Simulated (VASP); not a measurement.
A run of VASP 6.6.1 is set up as follows.

POSCAR

```
SiC
1.0
    2.1781700297      2.1781700297      0.0000000000
   -2.1781700297      2.1781700297      0.0000000000
    0.0000000000      2.1781700297      2.1781700297
Si C
1 1
Direct
    0.0000000000      0.0000000000      0.0000000000
    0.7500000000      0.2500000000      0.5000000000
```

Contents of INCAR.step1:

```
  PREC = Accurate
  ENCUT = 600
  ISMEAR = 0
  SIGMA = 0.01
  LREAL = F
  LASPH = T
  NELM = 100
  GGA = PE
  ALGO = Normal
  EDIFF = 1E-4
  LWAVE = T
  LCHARG = F
```

The input INCAR.step2:

```
  PREC = Accurate
  ENCUT = 600
  EDIFF = 1E-7
  ISMEAR = 0
  SIGMA = 0.01
  LREAL = F
  LASPH = T
  NELM = 100
  ALGO = Normal
  ISIF = 3
  LWAVE = F
  LCHARG = F
  METAGGA = R2SCAN
  LMIXTAU = T
  IBRION = 2
  NSW = 100
  EDIFFG = -0.002
  PSTRESS = 100.0
  ISTART = 1
```

KPOINTS

```
regular mesh
0
Gamma
  10 10 10
```

Potentials or basis: VASP PAW PBE potentials, release 64 (Si, C).

Launch:

```sh
$ cat potpaw_PBE.64/Si/POTCAR potpaw_PBE.64/C/POTCAR > POTCAR
$ cp INCAR.step1 INCAR
$ mpirun -np 1 vasp_std > vasp.out
$ cp INCAR.step2 INCAR
$ mpirun -np 1 vasp_std > vasp.out
```

(1) Estimate the relaxed volume.

(2) What does it give for the band gap on the k mesh?

(3) What does it give for the space group after relaxing (to 0.05 Å)?

## Answers

(1) 9.91 Å³/atom.

(2) 1.70 eV, indirect (least direct gap 5.11 eV).

(3) F-43m (No. 216).

Caveat: the cell is relaxed towards a set pressure, so the enthalpy falls and the energy may rise; the PAW data sets were made with another functional, which shifts forces and pressure a little.
